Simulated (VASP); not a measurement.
Crystal: KI.

```
I K
1.0
     0.00000    3.53277    3.53277
     3.53277    0.00000    3.53277
     3.53277    3.53277    0.00000
I K
1 1
Direct
  0.50000 0.50000 0.50000
  0.00000 0.00000 0.00000
```

| Property | Result |
| --- | --- |
| Program | VASP 6.6.1 |
| Task | relaxation of cell and atoms |
| Functional | LDA |
| Potentials or basis | VASP PAW LDA potentials, release 64 (I, K_sv) |
| Cutoff | 600 eV |
| k mesh | 5 × 5 × 5 |
| Occupations | gaussian, width 0.1 eV |
| Spin | non-collinear spin, zero start, spin-orbit coupling |
| Starting moments | [[0.0, 0.0, 0.0], [0.0, 0.0, 0.0]] μB |

At the start: pressure -1.2 GPa; volume 44.09 Å³/atom.

How do energy, volume and symmetry change on relaxing?

Over 4 steps the energy falls by 18.3 meV/atom and the volume is 39.83 Å³/atom (-9.7 %); space group Fm-3m (No. 225, to 0.1 Å) before and after; moment 0.00 μB per cell.

The path:
```
step  energy change (eV)  largest force (eV/Å)  pressure (GPa)  volume (Å³)
   1              0.0000                0.0000           -1.25        88.18
   2             -0.0268                0.0000           -0.72        83.88
   3             -0.0364                0.0000           -0.08        80.11
   4             -0.0365                0.0000            0.01        79.67
```

Final structure:
```yaml
crystal:
  lattice:
    - [0.00000, 3.41524, 3.41524]
    - [3.41524, 0.00000, 3.41524]
    - [3.41524, 3.41524, 0.00000]
  atoms:
    - { symbol: I, position: [0.50000, 0.50000, 0.50000] }
    - { symbol: K, position: [0.00000, 0.00000, 0.00000] }
```
